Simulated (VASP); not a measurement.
Set up this calculation in VASP 6.6.1, as the native input.

```
Task                   : relaxation of cell and atoms
Functional             : PBE
Potentials or basis    : VASP PAW PBE potentials, release 64 (Si, Ag)
Cutoff                 : 600 eV
k mesh                 : 12 × 12 × 12
Occupations            : gaussian, width 0.1 eV
Spin                   : no spin polarisation
Dipole correction      : no
Further INCAR settings : ALGO = Normal; EDIFF = 1e-06; IBRION = 2; EDIFFG = -0.01; NSW = 100; ISIF = 3
```

The structure of Si3Ag lies in POSCAR:

```
Si3Ag
1.0
   -2.5721982270      2.5721982270      2.5721982270
    2.5721982270     -2.5721982270      2.5721982270
    2.5721982270      2.5721982270     -2.5721982270
Si Ag
3 1
Direct
    0.0000000000      0.5000000000      0.5000000000
    0.5000000000      0.0000000000      0.5000000000
    0.5000000000      0.5000000000      0.0000000000
    0.0000000000      0.0000000000      0.0000000000
```

The cell was built from a structure type or drawn by symmetry, and may not be a known phase.

These files were run (other wordings do the same):

INCAR

```
SYSTEM = Si3Ag
  PREC = Accurate
  ENCUT = 600
  EDIFF = 1E-6
  ISMEAR = 0
  SIGMA = 0.1
  LREAL = .False.
  LASPH = .True.
  NELM = 60
  ALGO = Normal
  ISIF = 3
  LWAVE = .False.
  LCHARG = .False.
  GGA = PE
  IBRION = 2
  NSW = 100
  EDIFFG = -0.01
```

KPOINTS

```
Automatic mesh
0
Gamma
  12 12 12
  0 0 0
```

Potentials or basis: VASP PAW PBE potentials, release 64 (Si, Ag).

The run is started by

```sh
$ cat potpaw_PBE.64/Si/POTCAR potpaw_PBE.64/Ag/POTCAR > POTCAR
$ mpirun -np 1 vasp_std > vasp.out
```

It gave:

```yaml
Relaxed_volume: 17.07 Å³/atom
Relaxed_cell: a = 4.459 Å, b = 4.459 Å, c = 4.459 Å, α = 109.47°, β = 109.47°, γ = 109.47°
Space_group_after_relaxing_to_0.1_Å: Im-3m (No. 229)
Energy_gained_by_relaxing: 0.0 meV/atom
Ionic_steps: 2
Pressure_after_relaxing: 0.0 GPa
Band_gap_on_the_k_mesh: zero (an odd number of electrons rules out a gap without spin polarisation)
```

It took 2 min on 1 thread of Intel Xeon 8259CL, with other jobs on the host, peak memory 0.28 GiB.
